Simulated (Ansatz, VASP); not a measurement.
# SiGeP2 in VASP and in Ansatz

File INCAR:

```
SYSTEM = SiGeP2
ALGO = Normal ; EDIFF = 1E-7
ENCUT = 520 ; GGA = PE
ISIF = 2 ; ISMEAR = -1
LASPH = .TRUE. ; LCHARG = .FALSE.
LREAL = .FALSE. ; LWAVE = .FALSE.
NBANDS = 38 ; NELM = 100
PREC = Accurate ; SIGMA = 0.1
```

KPOINTS

```
k-points
0
G
  7 7 7
  0 0 0
```

The input POSCAR:

```
SiGeP2
1.0
    0.0000000000      5.6895760000      0.0000000000
    5.6895760000      0.0000000000      0.0000000000
    2.8447880000      2.8447880000     -5.0197750000
P Ge Si
4 2 2
Direct
    0.3750000000      0.3950000000      0.7500000000
    0.6050000000      0.1250000000      0.2500000000
    0.8750000000      0.8550000000      0.7500000000
    0.1450000000      0.6250000000      0.2500000000
    0.5000000000      0.5000000000      0.0000000000
    0.2500000000      0.7500000000      0.5000000000
    0.0000000000      0.0000000000      0.0000000000
    0.7500000000      0.2500000000      0.5000000000
```

Input for Ansatz:

```yaml
crystal:
  lattice:
    - [0.0, 5.689576, 0.0]
    - [5.689576, 0.0, 0.0]
    - [2.844788, 2.844788, -5.019775]
  atoms:
    - { symbol: P, position: [0.375, 0.395, 0.75] }
    - { symbol: P, position: [0.605, 0.125, 0.25] }
    - { symbol: P, position: [0.875, 0.855, 0.75] }
    - { symbol: P, position: [0.145, 0.625, 0.25] }
    - { symbol: Ge, position: [0.5, 0.5, 0.0] }
    - { symbol: Ge, position: [0.25, 0.75, 0.5] }
    - { symbol: Si, position: [0.0, 0.0, 0.0] }
    - { symbol: Si, position: [0.75, 0.25, 0.5] }
  symmetry: { tolerance: 0.0003 }
kpoints:
  mp_grid: { grid: [7, 7, 7], shift: [0, 0, 0] }
  band_path:
    path:
      - [0.0, 0.0, 0.0]
      - [0.5, 0.5, 0.5]
      - [0.5, 0.5, 0.25]
      - [0.0, 0.5, 0.0]
      - [0.0, 0.0, 0.0]
      - [0.0, 0.0, -0.5]
      - [0.0, 0.33941635, -0.33029182]
      - [0.0, 0.66058365, 0.33029182]
      - [0.0, 0.0, 0.0]
      - [0.5, 0.5, 0.5]
      - [0.33941635, 0.66058365, 0.5]
    npoints: 6
magnetization:
  spin_polarized: false
scf:
  occupations: { method: fermi_dirac }
  lower_state_search: "off"
  max_iter: 200
hamiltonian:
  pseudopotentials: { kind: paw }
  xc: pbe
basis:
  ecutwfc: 420
  fft_grid_basis: typed
output:
  forces: true
  stress: true
  eigenvalues: true
  bader: true
  populations: true
  elf: true
  write_potential: true
  volumetric_format: npy
  dos:
    e_range: [-12, 8]
    de: 0.05
    projected: { site_lists: { Ge: [Ge], P: [P], Si: [Si] } }
checkpoint:
  read: saved_state
```

Alike in both runs: task single point; functional PBE; k mesh 7 × 7 × 7; no spin polarisation.

```csv
,VASP,Ansatz
version,VASP 6.6.1,Ansatz 0.2.0
potentials or method,"VASP PAW PBE potentials, release 64 (P, Ge_d, Si), cutoff 520 eV",PAW plane waves
occupations,"fermi-dirac, width 0.1 eV",fermi-dirac
valence electrons in the cell,56,56
```

|  | VASP | Ansatz | Ansatz less VASP |
| --- | --- | --- | --- |
| pressure (GPa) | 2.8 | 2.9 | +0.11 |
| traceless stress, the component that is largest in VASP (GPa) | -3.27 | -3.27 | +0.001 |
| rms of the force components (eV/Å) | 0.675 | 0.680 | +0.0057 |

Atom by atom the forces differ by 0.006 eV/Å (rms over components).
